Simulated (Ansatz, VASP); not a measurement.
# C in VASP and in Ansatz

```
CELL_PARAMETERS angstrom
0.00000 1.77140 1.77140
1.77140 0.00000 1.77140
1.77140 1.77140 0.00000
ATOMIC_POSITIONS crystal
C 0.75000 0.75000 0.75000
C 0.50000 0.50000 0.50000
```

Change from the starting cell: volume scaled by 0.98.

Alike in both runs: task single point; functional revpbe exchange, lda correlation; k mesh 13 × 13 × 13; occupations gaussian, width 0.1 eV; no spin polarisation.

```csv
,VASP,Ansatz
version,VASP 6.6.1,Ansatz 0.2.0
potentials or method,"VASP PAW PBE potentials, release 64 (C), cutoff 600 eV","all-electron LAPW, scalar-relativistic"
```

|  | VASP | Ansatz | Ansatz less VASP |
| --- | --- | --- | --- |
| gap on the k mesh at the Fermi level (eV) | 4.64 | 4.64 | +0.006 |
| least direct gap on the mesh (eV) | 5.83 | 5.83 | +0.002 |
| pressure (GPa) | 27.0 | 27.5 | +0.48 |

VASP's potentials were made for PBE, not for revpbe exchange, lda correlation. Ansatz ran all-electron here, and VASP with PAW potentials.
